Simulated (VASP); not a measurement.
A run of VASP 6.6.1 is set up as follows.

File INCAR:

```
PREC = Accurate ; ENCUT = 520
EDIFF = 1E-6 ; ISMEAR = -1
SIGMA = 0.1 ; LREAL = False
LASPH = True ; NELM = 60
ALGO = Normal ; ISIF = 2
LWAVE = False ; LCHARG = True
GGA = RP ; LELF = True
LVHAR = True ; NBANDS = 10
```

KPOINTS

```
regular mesh
0
Gamma
  8 8 8
```

Contents of POSCAR:

```
K
1.0
    4.2376153663      0.0000000000      0.0000000000
    0.0000000000      4.2376153663      0.0000000000
    0.0000000000      0.0000000000      4.2376153663
K
1
Direct
    0.0000000000      0.0000000000      0.0000000000
```

Potentials or basis: VASP PAW PBE potentials, release 64 (K_sv).

Run with:

```sh
$ cat potpaw_PBE.64/K_sv/POTCAR > POTCAR
$ mpirun -np 1 vasp_std > vasp.out
```

**Question.** Estimate the band gap on the k mesh.

**Answer.** Zero (an odd number of electrons rules out a gap without spin polarisation).

**Question.** Estimate the pressure.

**Answer.** 0.4 GPa.

Caveat: the PAW data sets were made with another functional, which shifts forces and pressure a little.
